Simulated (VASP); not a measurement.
A run of VASP 6.6.1 is set up as follows.

Contents of INCAR:

```
  PREC = Accurate
  ENCUT = 600
  EDIFF = 1E-6
  ISMEAR = 0
  SIGMA = 0.01
  LREAL = False
  LASPH = True
  NELM = 120
  ALGO = Normal
  ISIF = 2
  LWAVE = False
  LCHARG = True
  GGA = PE
  LELF = True
  LVHAR = True
  NBANDS = 11
  GGA_COMPAT = False
```

File KPOINTS:

```
regular mesh
0
Gamma
  10 10 10
```

Contents of POSCAR:

```
MgO
1.0
    0.0000000000      1.7754257605      1.7754257605
    1.7754257605      0.0000000000      1.7754257605
    1.7754257605      1.7754257605      0.0000000000
Mg O
1 1
Direct
    0.0000000000      0.0000000000      0.0000000000
    0.5000000000      0.5000000000      0.5000000000
```

Potentials or basis: VASP PAW PBE potentials, release 64 (Mg, O).

Launch:

```bash
$ cat potpaw_PBE.64/Mg/POTCAR potpaw_PBE.64/O/POTCAR > POTCAR
$ mpirun -np 1 vasp_std > vasp.out
```

(1) What does it give for the pressure?

(2) What does it give for the band gap on the k mesh?

## Answers

(1) 251.0 GPa.

(2) 9.07 eV, indirect (least direct gap 11.25 eV).
